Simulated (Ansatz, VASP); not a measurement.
**One calculation of Ge, two programs**

File INCAR:

```
SYSTEM = Ge
PREC = Accurate
ENCUT = 600
EDIFF = 1E-7
ISMEAR = -1
SIGMA = 0.1
LREAL = .FALSE.
LASPH = .TRUE.
NELM = 60
ALGO = Normal
ISIF = 3
LWAVE = .FALSE.
LCHARG = .FALSE.
GGA = RE
IBRION = 2
NSW = 80
EDIFFG = -0.01
```

Contents of KPOINTS:

```
Automatic mesh
0
G
  11 11 11
  0 0 0
```

File POSCAR:

```
Ge
1.0
    2.7491475330      0.0000000000      0.0000000000
    0.0000000000      2.7491475330      0.0000000000
    0.0000000000      0.0000000000      2.7491475330
Ge
1
Direct
    0.0000000000      0.0000000000      0.0000000000
```

Input for Ansatz:

```yaml
crystal:
  lattice:
    - [2.749147533, 0.0, 0.0]
    - [0.0, 2.749147533, 0.0]
    - [0.0, 0.0, 2.749147533]
  atoms:
    - { symbol: Ge, position: [0.0, 0.0, 0.0] }
hamiltonian:
  xc: revpbe
  pseudopotentials:
    kind: paw
    azcp:
      Ge: "pseudopotentials/Ge.paw.azcp"
basis:
  ecutwfc: 420
  fft_grid_basis: typed
kpoints:
  mp_grid: { grid: [11, 11, 11], shift: [0, 0, 0] }
magnetization:
  spin_polarized: false
scf:
  occupations: { method: fermi_dirac, width: 0.1 }
relax:
  max_steps: 60
  f_tol: 0.01
  cell: {}
output:
  write_density: true
  write_potential: true
  elf: true
  volumetric_format: npy
```

Alike in both runs: task relaxation of cell and atoms; functional revPBE; k mesh 11 × 11 × 11; occupations fermi-dirac, width 0.1 eV; no spin polarisation.

```csv
,VASP,Ansatz
version,VASP 6.6.1,Ansatz 0.2.0
potentials or method,"VASP PAW PBE potentials, release 64 (Ge_d), cutoff 600 eV","plane waves (420 eV) with PAW, scalar-relativistic"
valence electrons in the cell,14,14
```

VASP gave:

```
relaxed volume (Å³/atom)                                     : 20.32
relaxed cell length with the largest relative difference (Å) : 2.729
```

Task: Estimate Ansatz's values.

Result: Relaxed volume (Å³/atom): 20.35; relaxed cell length with the largest relative difference (Å): 2.730.

VASP's potentials were made for PBE, not for revPBE.
